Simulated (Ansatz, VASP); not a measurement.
# TiCo in VASP and in Ansatz

INCAR

```
SYSTEM = TiCo
  PREC = Accurate
  ENCUT = 520
  EDIFF = 1E-6
  ISMEAR = -1
  SIGMA = 0.03
  LREAL = .False.
  LASPH = .True.
  NELM = 150
  ALGO = Normal
  ISIF = 2
  LWAVE = .False.
  LCHARG = .False.
  ISPIN = 2
  MAGMOM = 0 0 1 -1
  LORBIT = 11
  LMAXMIX = 4
  GGA = PE
  NBANDS = 33
```

File KPOINTS:

```
Automatic mesh
0
Gamma
  12 12 12
  0 0 0
```

POSCAR

```
TiCo
1.0
    2.9861109900      2.9861109900      0.0000000000
    2.9861109900      0.0000000000      2.9861109900
    2.9861109900      0.0000000000     -2.9861109900
Ti Co
2 2
Direct
    0.0000000000      0.0000000000      0.0000000000
    0.0000000000      0.5000000000      0.5000000000
    0.5000000000      0.2500000000      0.7500000000
    0.5000000000      0.7500000000      0.2500000000
```

Input for Ansatz:

```yaml
crystal:
  lattice:
    - [2.98611099, 2.98611099, 0.0]
    - [2.98611099, 0.0, 2.98611099]
    - [2.98611099, 0.0, -2.98611099]
  atoms:
    - { symbol: Ti, position: [0.0, 0.0, 0.0] }
    - { symbol: Ti, position: [0.0, 0.5, 0.5] }
    - { symbol: Co, position: [0.5, 0.25, 0.75], spin: 1.0 }
    - { symbol: Co, position: [0.5, 0.75, 0.25], spin: -1.0 }
magnetization:
  spin_polarized: true
kpoints:
  mp_grid: { grid: [12, 12, 12] }
scf:
  occupations: { method: fermi_dirac, width: 0.03 }
  lower_state_search: "off"
hamiltonian:
  xc: pbe
  pseudopotentials: { kind: paw }
output:
  forces: true
  stress: true
  eigenvalues: true
  populations: true
  write_density: true
  write_potential: true
  elf: true
  volumetric_format: npy
```

Alike in both runs: task single point; functional PBE; k mesh 12 × 12 × 12; occupations fermi-dirac, width 0.03 eV; collinear spin.

```csv
,VASP,Ansatz
version,VASP 6.6.1,Ansatz 0.2.0
potentials or method,"VASP PAW PBE potentials, release 64 (Ti_sv, Co)","PAW with Ansatz's default frozen-core files, scalar-relativistic"
plane-wave cutoff (eV),520,420
valence electrons in the cell,42,58
```

Ansatz gave:

| Quantity | Value |
| --- | --- |
| pressure (GPa) | -1.4 |
| net moment per atom (μB) | 0.00 |
| size of the moment on the site where the two differ most (μB) | 0.64 |

**Question.** Estimate VASP's values.

**Answer.** Pressure (GPa): -1.9; net moment per atom (μB): 0.00; size of the moment on the site where the two differ most (μB): 0.61.

Site moments also hang on the region over which each program counts them. The functional is the same, so the differences come from potentials, cutoffs and numerics. VASP's potentials hold 42 valence electrons a cell and Ansatz's 58, so a difference there can come from the potentials and not from the codes.
